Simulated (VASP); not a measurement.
# PbS (R-3m) in VASP: single point with r2SCAN

Aim: the single point of PbS with r2SCAN.

Program: VASP 6.6.1. These are calculated values, not measurements. Logs are shortened: lines on timing, memory, paths and dates and some standing lists are left out, and cuts for length are marked.

**1. The cell of the first run**

It takes space group R-3m (No. 166, trigonal). The conventional cell has a = 4.140 Å, b = 4.140 Å, c = 10.560 Å, α = 90.00°, β = 90.00°, γ = 120.00°. Pb (site symmetry -3m) has 6 S at 2.97 Å within 3.9 Å. S (site symmetry -3m) has 6 Pb at 2.97 Å within 3.9 Å.

**2. Single point, r2SCAN, non-collinear spin, zero start, spin-orbit coupling (epitaxial 111 strain -2.0%)**

The input, POSCAR:

```
PbS
1.0
    0.0805752171      3.0080632398      3.0080632398
    3.0080632398      0.0805752171      3.0080632398
    3.0080632398      3.0080632398      0.0805752171
Pb S
1 1
Direct
    0.0000000000      0.0000000000      0.0000000000
    0.5000000000      0.5000000000      0.5000000000
```

The input, INCAR.step1:

```
ALGO     = Normal         # electronic algorithm
EDIFF    = 1E-4           # SCF threshold, eV
ENCUT    = 520            # plane-wave cutoff, eV
GGA      = PE             # functional
GGA_COMPAT= F            
ISMEAR   = -1             # smearing method
LASPH    = T              # aspherical terms in the spheres
LCHARG   = F              # write CHGCAR
LNONCOLLINEAR= T              # non-collinear magnetism
LREAL    = F              # projectors in reciprocal space
LSORBIT  = T              # spin-orbit coupling
LWAVE    = T              # write WAVECAR
MAGMOM   = 0 0 0 0 0 0    # initial moments
NBANDS   = 32             # bands
NELM     = 150            # most SCF steps
PREC     = Accurate       # precision mode
SIGMA    = 0.02           # smearing width, eV
```

The input, INCAR.step2:

```
ALGO     = Normal         # electronic algorithm
EDIFF    = 1E-6           # SCF threshold, eV
ENCUT    = 520            # plane-wave cutoff, eV
GGA_COMPAT= F            
ISIF     = 2              # what is computed and relaxed
ISMEAR   = -1             # smearing method
ISTART   = 1            
LASPH    = T              # aspherical terms in the spheres
LCHARG   = F              # write CHGCAR
LMIXTAU  = T            
LNONCOLLINEAR= T              # non-collinear magnetism
LORBIT   = 11             # projections on sites
LORBMOM  = T            
LREAL    = F              # projectors in reciprocal space
LSORBIT  = T              # spin-orbit coupling
LWAVE    = F              # write WAVECAR
MAGMOM   = 0 0 0 0 0 0    # initial moments
METAGGA  = R2SCAN         # meta-GGA
NBANDS   = 32             # bands
NELM     = 150            # most SCF steps
PREC     = Accurate       # precision mode
SIGMA    = 0.02           # smearing width, eV
```

The input, KPOINTS:

```
k-points
0
Gamma
  8 8 8
```

Potentials or basis: VASP PAW PBE potentials, release 64 (Pb_d, S).

The run is started by

```
$ cat potpaw_PBE.64/Pb_d/POTCAR potpaw_PBE.64/S/POTCAR > POTCAR
$ cp INCAR.step1 INCAR
$ mpirun -np 1 vasp_ncl > vasp.out
$ cp INCAR.step2 INCAR
$ mpirun -np 1 vasp_ncl > vasp.out
```

OUTCAR:

```text
EDIFF = 1E-6
   ENCUT = 520
   ISIF = 2
   ISMEAR = -1
   ISTART = 1
   LASPH = T
   LNONCOLLINEAR = T
   LORBIT = 11
   LREAL = F
   LSORBIT = T
   METAGGA = R2SCAN
   NELM = 150
   PREC = Accurate

 ion  position               nearest neighbor table
   1  0.000  0.000  0.000-   2 2.97   2 2.97   2 2.97   2 2.97   2 2.97   2 2.97
   2  0.500  0.500  0.500-   1 2.97   1 2.97   1 2.97   1 2.97   1 2.97   1 2.97

  LATTYP: Found a trigonal (rhomboedric) cell.
 ALAT       =     4.2548068434
 COS(alpha) =     0.5265974907

  Lattice vectors:

 A1 = (   0.0805752171,   3.0080632398,   3.0080632398)
 A2 = (   3.0080632398,   0.0805752171,   3.0080632398)
 A3 = (   3.0080632398,   3.0080632398,   0.0805752171)

Analysis of symmetry for initial positions (statically):
=====================================================================
 Subroutine PRICEL returns:
 Original cell was already a primitive cell.

 Routine SETGRP: Setting up the symmetry group for a
 trigonal (rhombohedral) supercell.

 Subroutine GETGRP returns: Found 12 space group operations
 (whereof 12 operations were pure point group operations)
 out of a pool of 12 trial point group operations.

The static configuration has the point symmetry D_3d.

Analysis of symmetry for dynamics (positions and initial velocities):
=====================================================================
 Subroutine PRICEL returns:
 Original cell was already a primitive cell.

 Routine SETGRP: Setting up the symmetry group for a
 trigonal (rhombohedral) supercell.

 Subroutine GETGRP returns: Found 12 space group operations
 (whereof 12 operations were pure point group operations)
 out of a pool of 12 trial point group operations.

The dynamic configuration has the point symmetry D_3d.

Analysis of structural, dynamic, and magnetic symmetry:
=====================================================================
 Subroutine PRICEL returns:
 Original cell was already a primitive cell.

 Routine SETGRP: Setting up the symmetry group for a
 trigonal (rhombohedral) supercell.

 Subroutine GETGRP returns: Found 12 space group operations
 (whereof 12 operations were pure point group operations)
 out of a pool of 12 trial point group operations.

The overall configuration has the point symmetry D_3d.

 Subroutine INISYM returns: Found 12 space group operations
 (whereof 12 operations are pure point group operations),
 and found     1 'primitive' translations

----------------------------------------------------------------------------------------

                                     Primitive cell

  volume of cell :      52.2499

  direct lattice vectors                    reciprocal lattice vectors
     0.080575217  3.008063240  3.008063240    -0.173052151  0.168537633  0.168537633
     3.008063240  0.080575217  3.008063240     0.168537633 -0.173052151  0.168537633
     3.008063240  3.008063240  0.080575217     0.168537633  0.168537633 -0.173052151

  length of vectors
     4.254806843  4.254806843  4.254806843     0.294545267  0.294545267  0.294545267

  position of ions in fractional coordinates (direct lattice)
     0.000000000  0.000000000  0.000000000
     0.500000000  0.500000000  0.500000000

  ion indices of the primitive-cell ions
   primitive index   ion index
                 1           1
                 2           2

----------------------------------------------------------------------------------------

 KPOINTS: k-points

Automatic generation of k-mesh.
 Grid dimensions read from file:
 generate k-points for:    8    8    8

 Generating k-lattice:

  Cartesian coordinates                     Fractional coordinates (reciprocal lattice)
    -0.021631519  0.021067204  0.021067204     0.125000000  0.000000000  0.000000000
[... 93 lines left out ...]
   NGX = 15   NGY = 15   NGZ = 15

 number of electron      19.9999996 magnetization       0.0000000     -0.0000000     -0.0000000

 number of electron      19.9999996 magnetization      -0.0000000      0.0000000      0.0000000

 Free energy of the ion-electron system (eV)
  ---------------------------------------------------
  ext. energy  EPLUGINS =         0.00000000
  ---------------------------------------------------
  free energy    TOTEN  =       -65.95752754 eV

  energy without entropy =      -65.95735198  energy(sigma->0) =      -65.95743976

 E-fermi :   5.7994     XC(G=0): -10.2512

 val. band max:        5.6029495692   @ k =   0.5000   0.0000   0.0000
 cond. band min:       5.8202143736   @ k =   0.5000   0.0000   0.0000
 fundamental gap:      0.2172648044
 Fermi energy:         5.7994220737

 k-point     1 :       0.0000    0.0000    0.0000
  band No.  band energies     occupation
      1     -13.2643      1.00000
      2     -13.2643      1.00000
      3     -13.2519      1.00000
      4     -13.2519      1.00000
      5     -10.7061      1.00000
      6     -10.7061      1.00000
[... 829 lines left out ...]
     31      15.4500      0.00000
     32      15.4500      0.00000

 [... further k-points ...]

------------------------ aborting loop because EDIFF is reached ----------------------------------------

  FORCE on cell =-STRESS in cart. coord.  units (eV):
  Direction    XX          YY          ZZ          XY          YZ          ZX
  --------------------------------------------------------------------------------------
  -------------------------------------------------------------------------------------
  Total        0.2793504      0.2793504      0.2793504     -0.1773187     -0.1773187     -0.1773187
  in kB        8.5659323      8.5659323      8.5659323     -5.4372587     -5.4372587     -5.4372587
  external PRESSURE =       8.5659323 kB  Pullay stress =       0.0000000 kB

 VOLUME and BASIS-vectors are now :
 -----------------------------------------------------------------------------
  energy-cutoff  :      520.00
  volume of cell :       52.25
      direct lattice vectors                 reciprocal lattice vectors
     0.080575217  3.008063240  3.008063240    -0.173052151  0.168537633  0.168537633
     3.008063240  0.080575217  3.008063240     0.168537633 -0.173052151  0.168537633
     3.008063240  3.008063240  0.080575217     0.168537633  0.168537633 -0.173052151

 POSITION                                       TOTAL-FORCE (eV/Angst)
 -----------------------------------------------------------------------------------
      0.00000      0.00000      0.00000        -0.000000      0.000000      0.000000
      3.04835      3.04835      3.04835         0.000000     -0.000000     -0.000000
 -----------------------------------------------------------------------------------
    total drift:                                0.000000     -0.000000     -0.000000

  FREE ENERGIE OF THE ION-ELECTRON SYSTEM (eV)
  ---------------------------------------------------
  free  energy   TOTEN  =       -65.9575275372 eV

  energy  without entropy=      -65.9573519755  energy(sigma->0) =      -65.95743976

 orbital moment (x)

 # of ion     p       d       tot
 ----------------------------------------
  1        -0.000   0.000  -0.000
  2        -0.000   0.000  -0.000
 ----------------------------------------
           -0.000   0.000  -0.000

 orbital moment (y)

 # of ion     p       d       tot
 ----------------------------------------
  1         0.000   0.000   0.000
  2        -0.000   0.000  -0.000
 ----------------------------------------
           -0.000   0.000  -0.000

 orbital moment (z)

 # of ion     p       d       tot
 ----------------------------------------
  1        -0.000   0.000  -0.000
  2         0.000   0.000   0.000
 ----------------------------------------
            0.000   0.000   0.000

 Spin-Orbit-Coupling matrix elements

 Ion:    1  E_soc:     -0.7433450
 l=   1
     0.0000000    -0.0593182    -0.0593182
    -0.0593182     0.0000000    -0.0593182
    -0.0593182    -0.0593182     0.0000000
 l=   2
     0.0000000    -0.0130242     0.0000000    -0.0130242    -0.0515484
    -0.0130242     0.0000000    -0.0386613    -0.0130242    -0.0128871
     0.0000000    -0.0386613     0.0000000    -0.0386613     0.0000000
    -0.0130242    -0.0130242    -0.0386613     0.0000000    -0.0128871
    -0.0515484    -0.0128871     0.0000000    -0.0128871     0.0000000
 l=   3
     0.0000000     0.0000000     0.0000000     0.0000000     0.0000000     0.0000000     0.0000000
     0.0000000     0.0000000     0.0000000     0.0000000     0.0000000     0.0000000     0.0000000
     0.0000000     0.0000000     0.0000000     0.0000000     0.0000000     0.0000000     0.0000000
     0.0000000     0.0000000     0.0000000     0.0000000     0.0000000     0.0000000     0.0000000
     0.0000000     0.0000000     0.0000000     0.0000000     0.0000000     0.0000000     0.0000000
     0.0000000     0.0000000     0.0000000     0.0000000     0.0000000     0.0000000     0.0000000
     0.0000000     0.0000000     0.0000000     0.0000000     0.0000000     0.0000000     0.0000000

 Ion:    2  E_soc:     -0.0037257
 l=   1
     0.0000000    -0.0006210    -0.0006210
    -0.0006210     0.0000000    -0.0006210
    -0.0006210    -0.0006210     0.0000000
 l=   2
     0.0000000     0.0000000     0.0000000     0.0000000     0.0000000
     0.0000000     0.0000000     0.0000000     0.0000000     0.0000000
     0.0000000     0.0000000     0.0000000     0.0000000     0.0000000
     0.0000000     0.0000000     0.0000000     0.0000000     0.0000000
     0.0000000     0.0000000     0.0000000     0.0000000     0.0000000
 l=   3
     0.0000000     0.0000000     0.0000000     0.0000000     0.0000000     0.0000000     0.0000000
     0.0000000     0.0000000     0.0000000     0.0000000     0.0000000     0.0000000     0.0000000
     0.0000000     0.0000000     0.0000000     0.0000000     0.0000000     0.0000000     0.0000000
     0.0000000     0.0000000     0.0000000     0.0000000     0.0000000     0.0000000     0.0000000
     0.0000000     0.0000000     0.0000000     0.0000000     0.0000000     0.0000000     0.0000000
     0.0000000     0.0000000     0.0000000     0.0000000     0.0000000     0.0000000     0.0000000
     0.0000000     0.0000000     0.0000000     0.0000000     0.0000000     0.0000000     0.0000000

 total charge

# of ion       s       p       d       tot
------------------------------------------
    1        1.479   0.506   9.842  11.827
    2        1.340   2.359   0.000   3.698
--------------------------------------------------
tot          2.819   2.865   9.842  15.526

 magnetization (x)

# of ion       s       p       d       tot
------------------------------------------
    1        0.000   0.000   0.000   0.000
    2       -0.000  -0.000   0.000  -0.000
--------------------------------------------------
tot         -0.000  -0.000   0.000  -0.000

 magnetization (y)

# of ion       s       p       d       tot
------------------------------------------
    1        0.000   0.000   0.000   0.000
    2        0.000   0.000   0.000   0.000
--------------------------------------------------
tot          0.000   0.000   0.000   0.000

 magnetization (z)

# of ion       s       p       d       tot
------------------------------------------
    1        0.000   0.000   0.000   0.000
    2        0.000   0.000   0.000   0.000
--------------------------------------------------
tot          0.000   0.000   0.000   0.000
```

It took 13 min on 1 thread of Intel Xeon 8259CL, shared host; peak memory 0.46 GiB.

Results:

```yaml
Free_energy: -65.9575 eV
Pressure: 0.9 GPa
Net_moment: 0.00 μB per cell
Valence_electrons_inside_the_program's_atomic_spheres: Pb 11.83; S 3.70
```

Stress tensor (GPa, compression positive):
```
 0.86 -0.54 -0.54
-0.54  0.86 -0.54
-0.54 -0.54  0.86
```

Moments on the atoms (μB; x, y, z):
```
Pb  0.00 0.00 0.00
S   0.00 0.00 0.00
```

Caveat: the cell differs from its parent crystal (epitaxial 111 strain -2.0%); the PAW data sets were made with another functional, which shifts forces and pressure a little.
